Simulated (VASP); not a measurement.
Here is a VASP 6.6.1 calculation.

File INCAR:

```
ALGO = Normal
EDIFF = 1E-6
ENCUT = 520
GGA = PS
ISIF = 2
ISMEAR = 0
LASPH = T
LCHARG = F
LREAL = F
LWAVE = F
NBANDS = 42
NELM = 60
PREC = Accurate
SIGMA = 0.15
```

The input KPOINTS:

```
k-points
0
Gamma
  6 12 8
```

POSCAR

```
TiSi
1.0
    6.4518128620      0.0000000000      0.0000000000
    0.0000000000      3.6224438893      0.0000000000
    0.0000000000      0.0000000000      4.7156075418
Ti Si
4 4
Direct
    0.6761122807      0.2500000000      0.3705866206
    0.3238877193      0.7500000000      0.6294133794
    0.8238877193      0.7500000000      0.8705866206
    0.1761122807      0.2500000000      0.1294133794
    0.5441211300      0.2500000000      0.8536272412
    0.4558788700      0.7500000000      0.1463727588
    0.9558788700      0.7500000000      0.3536272412
    0.0441211300      0.2500000000      0.6463727588
```

Potentials or basis: VASP PAW PBE potentials, release 64 (Ti_sv, Si).

Launch:

```sh
$ cat potpaw_PBE.64/Ti_sv/POTCAR potpaw_PBE.64/Si/POTCAR > POTCAR
$ mpirun -np 1 vasp_std > vasp.out
```

**Question.** Predict the largest force.

**Answer.** 0.460 eV/Å.

**Question.** Estimate the pressure.

**Answer.** 10.1 GPa.

Forces in eV/Å, atoms in the order of the input:
```
Ti   0.419  0.000 -0.188
Ti  -0.419  0.000  0.188
Ti  -0.419  0.000 -0.188
Ti   0.419  0.000  0.188
Si  -0.055  0.000 -0.003
Si   0.055  0.000  0.003
Si   0.055  0.000 -0.003
Si  -0.055  0.000  0.003
```

Caveat: the cell differs from its parent crystal (strain -0.0500 x Voigt [0, 0, 1, 0, 0, 0]); the PAW data sets were made with another functional, which shifts forces and pressure a little.
